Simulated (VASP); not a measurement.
# Dy2H: single point with PBE

Dy2H:

```
Dy H
1.0
     3.65977    0.00000    0.00000
     0.00000    3.65977    0.00000
     0.00000    0.00000    5.14307
Dy H
2 1
Direct
  0.00000 0.50000 0.76423
  0.50000 0.00000 0.23577
  0.00000 0.00000 0.00000
```

The cell was built from a structure type or drawn by symmetry, and may not be a known phase.

* Program: VASP 6.6.1
* Task: single point
* Functional: PBE
* Potentials or basis: VASP PAW PBE potentials, release 64 (Dy_3, H), 4f in core
* Cutoff: 500 eV
* k mesh: 5 × 5 × 4
* Occupations: gaussian, width 0.2 eV
* Spin: no spin polarisation

The pressure is 0.0 GPa. The largest force is 0.018 eV/Å and the band gap on the k mesh is zero (an odd number of electrons rules out a gap without spin polarisation).

Forces on the atoms (eV/Å):
```
Dy   0.000  0.000  0.018
Dy   0.000  0.000 -0.018
H    0.000  0.000  0.000
```

Stress tensor (GPa, compression positive):
```
-0.25  0.00  0.00
 0.00 -0.25  0.00
 0.00  0.00  0.51
```

Levels at points of the mesh, in eV from the Fermi level:
```tsv
k point	band 5	band 6	band 7	band 8	band 9	band 10	band 11	band 12	band 13	band 14
(0.00, 0.00, 0.00)	-23.23	-23.22	-6.78	-2.56	-1.92	0.91	1.54	1.54	1.62	3.73
(0.00, 0.00, 0.50)	-23.29	-23.29	-6.07	-3.16	-1.29	0.25	1.27	1.96	2.46	2.46
```

Wall time 11 s on 1 thread of AMD EPYC 9R45 96-Core Processor (Zen 5) (shared host), peak memory 0.15 GiB.

Caveat: spin-orbit coupling is left out, which moves the levels of the heavy elements; the 4f electrons are frozen in the core, so they carry no moment and show no levels. Spin polarisation is off, so any magnetic state and its effect on volume and gap are missing.
